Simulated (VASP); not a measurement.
# KBr (Fm-3m) in VASP: further runs, part 2 of 2

VASP 6.6.1.

### 5 Single point, r2SCAN (37.12 Å³/atom)

This run uses another cell than the first one, of 37.12 Å³/atom.

The input, POSCAR:

```
KBr
1.0
    0.0000000000      3.3358273371      3.3358273371
    3.3358273371      0.0000000000      3.3358273371
    3.3358273371      3.3358273371      0.0000000000
K Br
1 1
Direct
    0.0000000000      0.0000000000      0.0000000000
    0.5000000000      0.5000000000      0.5000000000
```

The input, INCAR.step1:

```
PREC     = Accurate       # precision mode
ENCUT    = 550            # plane-wave cutoff, eV
ISMEAR   = -1             # smearing method
SIGMA    = 0.01           # smearing width, eV
LREAL    = F              # projectors in reciprocal space
LASPH    = T              # aspherical terms in the spheres
NELM     = 120            # most SCF steps
NBANDS   = 15             # bands
GGA      = PE             # functional
ALGO     = Normal         # electronic algorithm
EDIFF    = 1E-5           # SCF threshold, eV
LWAVE    = T              # write WAVECAR
LCHARG   = F              # write CHGCAR
GGA_COMPAT= F
```

The input, INCAR.step2:

```
PREC     = Accurate       # precision mode
ENCUT    = 550            # plane-wave cutoff, eV
EDIFF    = 1E-6           # SCF threshold, eV
ISMEAR   = -1             # smearing method
SIGMA    = 0.01           # smearing width, eV
LREAL    = F              # projectors in reciprocal space
LASPH    = T              # aspherical terms in the spheres
NELM     = 120            # most SCF steps
ALGO     = Normal         # electronic algorithm
ISIF     = 2              # what is computed and relaxed
LWAVE    = F              # write WAVECAR
LCHARG   = T              # write CHGCAR
METAGGA  = R2SCAN         # meta-GGA
LMIXTAU  = T            
LELF     = T              # ELF
LVHAR    = T            
NBANDS   = 15             # bands
ISTART   = 1            
GGA_COMPAT= F
```

The input, KPOINTS:

```
regular mesh
0
Gamma
  7 7 7
```

Potentials or basis: VASP PAW PBE potentials, release 64 (K_sv, Br).

Run with:

```bash
$ cat potpaw_PBE.64/K_sv/POTCAR potpaw_PBE.64/Br/POTCAR > POTCAR
$ cp INCAR.step1 INCAR
$ mpirun -np 1 vasp_std > vasp.out
$ cp INCAR.step2 INCAR
$ mpirun -np 1 vasp_std > vasp.out
```

OUTCAR:

```text
PREC = Accurate
   ENCUT = 550
   EDIFF = 1E-6
   ISMEAR = -1
   LREAL = F
   LASPH = T
   NELM = 120
   ISIF = 2
   METAGGA = R2SCAN
   ISTART = 1

 ion  position               nearest neighbor table
   1  0.000  0.000  0.000-
   2  0.500  0.500  0.500-

  LATTYP: Found a face centered cubic cell.
 ALAT       =     6.6716546742

  Lattice vectors:

 A1 = (   0.0000000000,   3.3358273371,   3.3358273371)
 A2 = (   3.3358273371,   0.0000000000,   3.3358273371)
[... 536 lines left out ...]

------------------------ aborting loop because EDIFF is reached ----------------------------------------

  FORCE on cell =-STRESS in cart. coord.  units (eV):
  Direction    XX          YY          ZZ          XY          YZ          ZX
  --------------------------------------------------------------------------------------
  -------------------------------------------------------------------------------------
  Total       -0.1941203     -0.1941203     -0.1941203      0.0000000     -0.0000000     -0.0000000
  in kB       -4.1892948     -4.1892948     -4.1892948      0.0000000     -0.0000000     -0.0000000
  external PRESSURE =      -4.1892948 kB  Pullay stress =       0.0000000 kB

 VOLUME and BASIS-vectors are now :
 -----------------------------------------------------------------------------
  energy-cutoff  :      550.00
  volume of cell :       74.24
      direct lattice vectors                 reciprocal lattice vectors
     0.000000000  3.335827337  3.335827337    -0.149887854  0.149887854  0.149887854
     3.335827337  0.000000000  3.335827337     0.149887854 -0.149887854  0.149887854
     3.335827337  3.335827337  0.000000000     0.149887854  0.149887854 -0.149887854

 POSITION                                       TOTAL-FORCE (eV/Angst)
 -----------------------------------------------------------------------------------
      0.00000      0.00000      0.00000        -0.000000      0.000000     -0.000000
      3.33583      3.33583      3.33583         0.000000     -0.000000      0.000000
 -----------------------------------------------------------------------------------
    total drift:                                0.000000      0.000000      0.000000

  FREE ENERGIE OF THE ION-ELECTRON SYSTEM (eV)
  ---------------------------------------------------
  free  energy   TOTEN  =       -23.2465750168 eV

  energy  without entropy=      -23.2465750168  energy(sigma->0) =      -23.24657502
```

OUTCAR.step1:

```text
PREC = Accurate
   ENCUT = 550
   ISMEAR = -1
   LREAL = F
   LASPH = T
   NELM = 120
[... 571 lines left out ...]
 -----------------------------------------------------------------------------------
      0.00000      0.00000      0.00000        -0.000000     -0.000000      0.000000
      3.33583      3.33583      3.33583         0.000000      0.000000     -0.000000
 -----------------------------------------------------------------------------------
    total drift:                                0.000000      0.000000      0.000000

  FREE ENERGIE OF THE ION-ELECTRON SYSTEM (eV)
  ---------------------------------------------------
  free  energy   TOTEN  =        -6.2225933030 eV

  energy  without entropy=       -6.2225933030  energy(sigma->0) =       -6.22259330
```

OSZICAR.step1:

```text
N       E                     dE             d eps       ncg     rms          rms(c)
DAV:   1     0.100799946566E+03    0.10080E+03   -0.69491E+03   600   0.969E+02
DAV:   2     0.260263711686E+00   -0.10054E+03   -0.92476E+02   782   0.230E+02
DAV:   3    -0.614232957829E+01   -0.64026E+01   -0.63566E+01   852   0.508E+01
DAV:   4    -0.640068837379E+01   -0.25836E+00   -0.25831E+00   888   0.903E+00
DAV:   5    -0.640292895332E+01   -0.22406E-02   -0.22406E-02   859   0.950E-01    0.294E+00
DAV:   6    -0.622418208840E+01    0.17875E+00   -0.22348E-01   747   0.225E+00    0.214E+00
DAV:   7    -0.621200744416E+01    0.12175E-01   -0.10859E-01   824   0.176E+00    0.993E-01
DAV:   8    -0.622145302747E+01   -0.94456E-02   -0.12699E-02   653   0.802E-01    0.116E-01
DAV:   9    -0.622227354167E+01   -0.82051E-03   -0.86731E-04   824   0.182E-01    0.800E-02
DAV:  10    -0.622257536889E+01   -0.30183E-03   -0.30997E-04   635   0.102E-01    0.133E-02
DAV:  11    -0.622259115974E+01   -0.15791E-04   -0.27817E-05   808   0.294E-02    0.556E-03
DAV:  12    -0.622259330302E+01   -0.21433E-05   -0.42408E-06   490   0.140E-02
   1 F= -.62225933E+01 E0= -.62225933E+01  d E =-.262289E-13
```

Wall time 40 s (1 thread of Intel Xeon 6975P-C (Granite Rapids), shared host); peak memory 0.22 GiB.

What came out:

- Free energy: -23.2466 eV
- Pressure: -0.4 GPa
- Band gap on the k mesh: 4.99 eV

Levels at points of the mesh, in eV from the valence-band top:
```csv
k point,band 4,band 5,band 6,band 7,band 8,band 9,band 10,band 11,band 12,band 13
"(0.00, 0.00, 0.00)",-11.66,-11.66,0.00,0.00,0.00,4.99,8.23,8.23,8.23,9.19
```

Caveat: the PAW data sets were made with another functional, which shifts forces and pressure a little; an odd mesh through Γ misses points on the zone boundary, where band edges can lie.

### 6 Summary

```csv
level,potentials or basis,cell,cutoff (eV),gap on the mesh (eV),pressure (GPa)
PBEsol,"VASP PAW PBE potentials, release 64 (K_sv, Br)","a = 4.656 Å, angles 60.0°, 2 atoms",500,4.30,-0.2
LDA,"VASP PAW LDA potentials, release 64 (K_sv, Br)","a = 4.718 Å, angles 60.0°, 2 atoms",500,3.96,-2.0
r2SCAN,"VASP PAW PBE potentials, release 64 (K_sv, Br)","a = 4.656 Å, angles 60.0°, 2 atoms",550,5.10,0.2
r2SCAN,"VASP PAW PBE potentials, release 64 (K_sv, Br)","a = 4.718 Å, angles 60.0°, 2 atoms",550,4.99,-0.4
```

Alike in all rows: task single point; no spin polarisation; k mesh 7 × 7 × 7; smearing fermi-dirac 0.01 eV.

Caveats: the PAW data sets were made with another functional, which shifts forces and pressure a little (at least some runs); an odd mesh through Γ misses points on the zone boundary, where band edges can lie (at least some runs).

Total energies depend on the potentials used, so only differences within one code and one set of settings carry meaning.
